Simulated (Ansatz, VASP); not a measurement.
## Two plane-wave programs on SnO2

```
Sn O
1.0
     2.78892   -1.61739   -0.08306
     2.78892    1.61739   -0.08306
    -0.69998    0.00000    5.10296
Sn O
1 2
Direct
  0.50000 0.50000 0.00000
  0.80302 0.80302 0.80145
  0.19698 0.19698 0.19855
```

Change from the starting cell: species swapped into the V2H type (C2/m, No. 12).

Alike in both runs: functional PBE; k mesh 5 × 5 × 3; occupations gaussian, width 0.15 eV; no spin polarisation.

Ansatz relaxed the structure, and its values are those at the end. VASP's run is a single point on that final structure, the one shown.

|  | VASP | Ansatz |
| --- | --- | --- |
| version | VASP 6.6.1 | Ansatz 0.2.0 |
| potentials or method | VASP PAW PBE potentials, release 64 (Sn_d, O), cutoff 600 eV | scalar-relativistic, plane waves, PAW |
| valence electrons in the cell | 26 | 26 |

```tsv
	VASP	Ansatz	Ansatz less VASP
gap on the k mesh at the Fermi level (eV)	2.09	2.12	+0.024
least direct gap on the mesh (eV)	2.33	2.35	+0.016
pressure (GPa)	0.8	0.4	-0.37
rms of the force components (eV/Å)	0.030	0.008	-0.0226
```

With one functional, cell and mesh, what is left measures potentials, basis and numerics.

The k mesh is coarse, so the values compare programs but aren't converged.
